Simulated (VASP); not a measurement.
# CdSe (Cadmoselite) (P6_3mc) in VASP: single point with PBE

Aim: the single point of CdSe (Cadmoselite) with PBE.

Everything below comes from runs of VASP 6.6.1. Logs are shortened: lines on timing, memory, paths and dates and some standing lists are left out, and cuts for length are marked.

## Step 1: The cell of the first run

Symmetry: P6_3mc, No. 186, hexagonal system. Conventional cell: a = 4.300 Å, b = 4.300 Å, c = 7.020 Å, α = 90.00°, β = 90.00°, γ = 120.00°. Within 3.4 Å of Cd (site symmetry 3m) lie 4 Se at 2.61 to 2.70 Å. Within 3.4 Å of Se (site symmetry 3m) lie 4 Cd at 2.61 to 2.70 Å.

## Step 2: Single point, PBE

INCAR

```
SYSTEM = CdSe
ALGO     = Normal         ! electronic algorithm
EDIFF    = 1E-6           ! SCF threshold, eV
ENCUT    = 500            ! plane-wave cutoff, eV
GGA      = PE             ! functional
GGA_COMPAT= .FALSE.      
ISIF     = 2              ! what is computed and relaxed
ISMEAR   = 0              ! smearing method
LASPH    = .TRUE.         ! aspherical terms in the spheres
LCHARG   = .FALSE.        ! write CHGCAR
LREAL    = .FALSE.        ! projectors in reciprocal space
LWAVE    = .FALSE.        ! write WAVECAR
NBANDS   = 26             ! bands
NELM     = 120            ! most SCF steps
PREC     = Accurate       ! precision mode
SIGMA    = 0.01           ! smearing width, eV
```

KPOINTS

```
k-points
0
G
  5 5 3
  0 0 0
```

POSCAR

```
CdSe
1.0
    4.3000000000      0.0000000000      0.0000000000
   -2.1500000000      3.7239092400      0.0000000000
    0.0000000000      0.0000000000      7.0200000000
Cd Se
2 2
Direct
    0.3333333300      0.6666666700      0.0000000000
    0.6666666700      0.3333333300      0.5000000000
    0.3333333300      0.6666666700      0.3850000000
    0.6666666700      0.3333333300      0.8850000000
```

Potentials or basis: VASP PAW PBE potentials, release 64 (Cd, Se).

Started as:

```console
$ cat potpaw_PBE.64/Cd/POTCAR potpaw_PBE.64/Se/POTCAR > POTCAR
$ mpirun -np 1 vasp_std > vasp.out
```

OUTCAR:

```text
SYSTEM = CdSe
   EDIFF = 1E-6
   ENCUT = 500
   GGA = PE
   ISIF = 2
   ISMEAR = 0
   LASPH = .TRUE.
   LREAL = .FALSE.
   NELM = 120
   PREC = Accurate

 ion  position               nearest neighbor table
   1  0.333  0.667  0.000-   4 2.61   4 2.61   4 2.61   3 2.70
   2  0.667  0.333  0.500-   3 2.61   3 2.61   3 2.61   4 2.70
   3  0.333  0.667  0.385-   2 2.61   2 2.61   2 2.61   1 2.70
   4  0.667  0.333  0.885-   1 2.61   1 2.61   1 2.61   2 2.70

  LATTYP: Found a hexagonal cell.
 ALAT       =     4.3000000000
 C/A-ratio  =     1.6325581395

  Lattice vectors:

 A1 = (   4.3000000000,   0.0000000000,   0.0000000000)
 A2 = (  -2.1500000000,   3.7239092400,   0.0000000000)
 A3 = (   0.0000000000,   0.0000000000,   7.0200000000)

Analysis of symmetry for initial positions (statically):
=====================================================================
 Subroutine PRICEL returns:
 Original cell was already a primitive cell.

 Routine SETGRP: Setting up the symmetry group for a
 hexagonal supercell.

 Subroutine GETGRP returns: Found 12 space group operations
 (whereof  6 operations were pure point group operations)
 out of a pool of 24 trial point group operations.

The static configuration has the point symmetry C_3v.
 The point group associated with its full space group is C_6v.

Analysis of symmetry for dynamics (positions and initial velocities):
=====================================================================
 Subroutine PRICEL returns:
 Original cell was already a primitive cell.

 Routine SETGRP: Setting up the symmetry group for a
 hexagonal supercell.

 Subroutine GETGRP returns: Found 12 space group operations
 (whereof  6 operations were pure point group operations)
 out of a pool of 24 trial point group operations.

The dynamic configuration has the point symmetry C_3v.
 The point group associated with its full space group is C_6v.

 Subroutine INISYM returns: Found 12 space group operations
 (whereof  6 operations are pure point group operations),
 and found     1 'primitive' translations

----------------------------------------------------------------------------------------

                                     Primitive cell

  volume of cell :     112.4099

  direct lattice vectors                    reciprocal lattice vectors
     4.300000000  0.000000000  0.000000000     0.232558140  0.134267504  0.000000000
    -2.150000000  3.723909240  0.000000000     0.000000000  0.268535009  0.000000000
     0.000000000  0.000000000  7.020000000     0.000000000  0.000000000  0.142450142

  length of vectors
     4.300000000  4.300000003  7.020000000     0.268535009  0.268535009  0.142450142

  position of ions in fractional coordinates (direct lattice)
     0.333333330  0.666666670  0.000000000
     0.666666670  0.333333330  0.500000000
     0.333333330  0.666666670  0.385000000
     0.666666670  0.333333330  0.885000000

  ion indices of the primitive-cell ions
   primitive index   ion index
                 1           1
                 2           2
                 3           3
                 4           4

----------------------------------------------------------------------------------------

 KPOINTS: k-points

Automatic generation of k-mesh.
 Grid dimensions read from file:
 generate k-points for:    5    5    3

 Generating k-lattice:

  Cartesian coordinates                     Fractional coordinates (reciprocal lattice)
     0.046511628  0.026853501  0.000000000     0.200000000  0.000000000  0.000000000
     0.000000000  0.053707002  0.000000000     0.000000000  0.200000000  0.000000000
     0.000000000  0.000000000  0.047483381     0.000000000  0.000000000  0.333333333

  Length of vectors
     0.053707002  0.053707002  0.047483381

  Shift w.r.t. Gamma in fractional coordinates (k-lattice)
     0.000000000  0.000000000  0.000000000

 Subroutine IBZKPT returns following result:
 ===========================================

 Found     10 irreducible k-points:

 Following reciprocal coordinates:
            Coordinates               Weight
  0.000000  0.000000  0.000000      1.000000
  0.200000  0.000000  0.000000      6.000000
  0.400000  0.000000  0.000000      6.000000
  0.200000  0.200000  0.000000      6.000000
  0.400000  0.200000  0.000000      6.000000
  0.000000  0.000000  0.333333      2.000000
  0.200000  0.000000  0.333333     12.000000
  0.400000  0.000000  0.333333     12.000000
  0.200000  0.200000  0.333333     12.000000
  0.400000  0.200000  0.333333     12.000000
   k-points           NKPTS =     10   k-points in BZ     NKDIM =     10   number of bands    NBANDS=     26
   number of dos      NEDOS =    301   number of ions     NIONS =      4
   total plane-waves  NPLWV =  55296
   dimension x,y,z NGX =    32 NGY =   32 NGZ =   54
   dimension x,y,z NGXF=    64 NGYF=   64 NGZF=  108
   ions per type =               2   2
   NGX,Y,Z   is equivalent  to a cutoff of  12.37, 12.37, 12.79 a.u.
   NGXF,Y,Z  is equivalent  to a cutoff of  24.74, 24.74, 25.58 a.u.
 SYSTEM =  CdSe
   PREC   = accura    normal or accurate (medium, high low for compatibility)
   ISTART =      0    job   : 0-new  1-cont  2-samecut
   ICHARG =      2    charge: 1-file 2-atom 10-const
   ISPIN  =      1    spin polarized calculation?
   LNONCOLLINEAR =      F non collinear calculations
   LSORBIT =      F    spin-orbit coupling
   LASPH  =      T    aspherical Exc in radial PAW
   ENCUT  =  500.0 eV  36.75 Ry    6.06 a.u.   7.84  7.84 12.80*2*pi/ulx,y,z
   NELM   =    120;   NELMIN=  2; NELMDL= -5     # of ELM steps
   EDIFF  = 0.1E-05   stopping-criterion for ELM
   LREAL  =      F    real-space projection
   EDIFFG = 0.1E-04   stopping-criterion for IOM
   NSW    =      0    number of steps for IOM
   IBRION =     -1    ionic relax: 0-MD 1-quasi-New 2-CG
   NFREE  =      0    steps in history (QN), initial steepest desc. (CG)
   ISIF   =      2    stress and relaxation
   ISYM   =      2    0-nonsym 1-usesym 2-fastsym
   POTIM  = 0.5000    time-step for ionic-motion
   TEBEG  =    0.0;   TEEND  =   0.0 temperature during run
   PSTRESS=    0.0 pullay stress
   NELECT =      36.0000    total number of electrons
   NUPDOWN=      -1.0000    fix difference up-down
   EMIN   =  10.00;   EMAX   =-10.00  energy-range for DOS
   EFERMI =   0.00;   METHOD = LEGACY
   ISMEAR =     0;   SIGMA  =   0.01  broadening in eV -4-tet -1-fermi 0-gaus
   EFERMI_NEDOS =   21; number of points for ismear=-14 and -15
   IALGO  =     38    algorithm
   IMIX   =      4    mixing-type and parameters
     AMIX     =   0.40;   BMIX     =  1.00
     AMIX_MAG =   1.60;   BMIX_MAG =  1.00
  volume/ion in A,a.u.               =      28.10       189.64
  Fermi-wavevector in a.u.,A,eV,Ry     =   1.120059  2.116604 17.068937  1.254531
  Thomas-Fermi vector in A             =   2.256702
   LORBIT       =      0    0 simple, 1 ext, 2 COOP (PROOUT), +10 PAW based schemes
   GGA     = PE    functional components
   LHFCALC =     F    Hartree Fock is set to
   AEXX    =    0.0000 exact exchange contribution
   IVDW    =     0    specifies the selected vdW correction
   LEPSILON=     F    determine dielectric tensor
   LRPA    =     F    only Hartree local field effects (RPA)
 non-spin polarized calculation
 Gauss-broadening in eV      SIGMA  =   0.01
  energy-cutoff  :      500.00
  volume of cell :      112.41
 maximum number of plane-waves:      2869
 NGX is ok and might be reduce to    32
   NGX = 15   NGY = 15   NGZ = 25

 number of electron      35.9999998 magnetization

 Free energy of the ion-electron system (eV)
  ---------------------------------------------------
  ext. energy  EPLUGINS =         0.00000000
  ---------------------------------------------------
  free energy    TOTEN  =       -10.88896503 eV

  energy without entropy =      -10.88896503  energy(sigma->0) =      -10.88896503

 E-fermi :   0.9994     XC(G=0):  -8.8795

 val. band max:        0.9420510679   @ k =   0.0000   0.0000   0.0000
 cond. band min:       1.6418822273   @ k =   0.0000   0.0000   0.0000
 fundamental gap:      0.6998311594
 Fermi energy:         0.9993992967

 k-point     1 :       0.0000    0.0000    0.0000
  band No.  band energies     occupation
      1     -11.6516      2.00000
      2     -11.2853      2.00000
      3      -6.9986      2.00000
      4      -6.9986      2.00000
      5      -6.9431      2.00000
      6      -6.9431      2.00000
[... 18 lines left out ...]
     25       7.9303      0.00000
     26       8.6705      0.00000

 k-point     2 :       0.2000    0.0000    0.0000
  band No.  band energies     occupation
      1     -11.5340      2.00000
      2     -11.2304      2.00000
      3      -6.9518      2.00000
      4      -6.9349      2.00000
      5      -6.8822      2.00000
      6      -6.8784      2.00000
[... 18 lines left out ...]
     25       8.0911      0.00000
     26       8.8375      0.00000

 k-point     3 :       0.4000    0.0000    0.0000
  band No.  band energies     occupation
      1     -11.3196      2.00000
      2     -11.1620      2.00000
      3      -6.8920      2.00000
      4      -6.8884      2.00000
      5      -6.7844      2.00000
      6      -6.7433      2.00000
[... 18 lines left out ...]
     25       8.8703      0.00000
     26       9.8302      0.00000

 k-point     4 :       0.2000    0.2000    0.0000
  band No.  band energies     occupation
      1     -11.3656      2.00000
      2     -11.1713      2.00000
      3      -6.9135      2.00000
      4      -6.8706      2.00000
      5      -6.8040      2.00000
      6      -6.7952      2.00000
[... 18 lines left out ...]
     25       8.6564      0.00000
     26       9.3609      0.00000
[... 90 lines left out ...]
      1     -11.2754      2.00000
      2     -11.1963      2.00000
      3      -6.8787      2.00000
      4      -6.8636      2.00000
      5      -6.8150      2.00000
      6      -6.8091      2.00000
[... 18 lines left out ...]
     25       8.7636      0.00000
     26       9.7131      0.00000

 k-point     9 :       0.2000    0.2000    0.3333
  band No.  band energies     occupation
      1     -11.3127      2.00000
      2     -11.2152      2.00000
      3      -6.8861      2.00000
      4      -6.8666      2.00000
      5      -6.8221      2.00000
      6      -6.8210      2.00000
[... 18 lines left out ...]
     25       8.2731      0.00000
     26       9.1824      0.00000

 k-point    10 :       0.4000    0.2000    0.3333
  band No.  band energies     occupation
      1     -11.2107      2.00000
      2     -11.1744      2.00000
      3      -6.8637      2.00000
      4      -6.8332      2.00000
      5      -6.7961      2.00000
      6      -6.7877      2.00000
[... 18 lines left out ...]
     25       9.1649      0.00000
     26       9.5596      0.00000

------------------------ aborting loop because EDIFF is reached ----------------------------------------

  FORCE on cell =-STRESS in cart. coord.  units (eV):
  Direction    XX          YY          ZZ          XY          YZ          ZX
  --------------------------------------------------------------------------------------
  -------------------------------------------------------------------------------------
  Total        2.8626295      2.8626295      1.3421658      0.0000000      0.0000000      0.0000000
  in kB       40.8010245     40.8010246     19.1298728      0.0000000      0.0000000      0.0000000
  external PRESSURE =      33.5773073 kB  Pullay stress =       0.0000000 kB

 VOLUME and BASIS-vectors are now :
 -----------------------------------------------------------------------------
  energy-cutoff  :      500.00
  volume of cell :      112.41
      direct lattice vectors                 reciprocal lattice vectors
     4.300000000  0.000000000  0.000000000     0.232558140  0.134267504  0.000000000
    -2.150000000  3.723909240  0.000000000     0.000000000  0.268535009  0.000000000
     0.000000000  0.000000000  7.020000000     0.000000000  0.000000000  0.142450142

 POSITION                                       TOTAL-FORCE (eV/Angst)
 -----------------------------------------------------------------------------------
     -0.00000      2.48261      0.00000         0.000000     -0.000000      0.294910
      2.15000      1.24130      3.51000        -0.000000      0.000000      0.294910
     -0.00000      2.48261      2.70270         0.000000     -0.000000     -0.294910
      2.15000      1.24130      6.21270        -0.000000      0.000000     -0.294910
 -----------------------------------------------------------------------------------
    total drift:                               -0.000013      0.000007      0.000041

  FREE ENERGIE OF THE ION-ELECTRON SYSTEM (eV)
  ---------------------------------------------------
  free  energy   TOTEN  =       -10.8889650319 eV

  energy  without entropy=      -10.8889650319  energy(sigma->0) =      -10.88896503
```

Run time: 65 s. Hardware: 1 thread of AMD EPYC 7R13, shared host; peak memory 0.2 GiB.

Results:

| Quantity | Value |
| --- | --- |
| Free energy | -10.8890 eV |
| Pressure | 3.4 GPa |
| Largest force | 0.295 eV/Å |
| Band gap on the k mesh | 0.70 eV, direct |

Forces in eV/Å, atoms in the order of the input:
```
Cd   0.000  0.000  0.295
Cd   0.000  0.000  0.295
Se   0.000  0.000 -0.295
Se   0.000  0.000 -0.295
```

Stress tensor (GPa, compression positive):
```
4.08 0.00 0.00
0.00 4.08 0.00
0.00 0.00 1.91
```
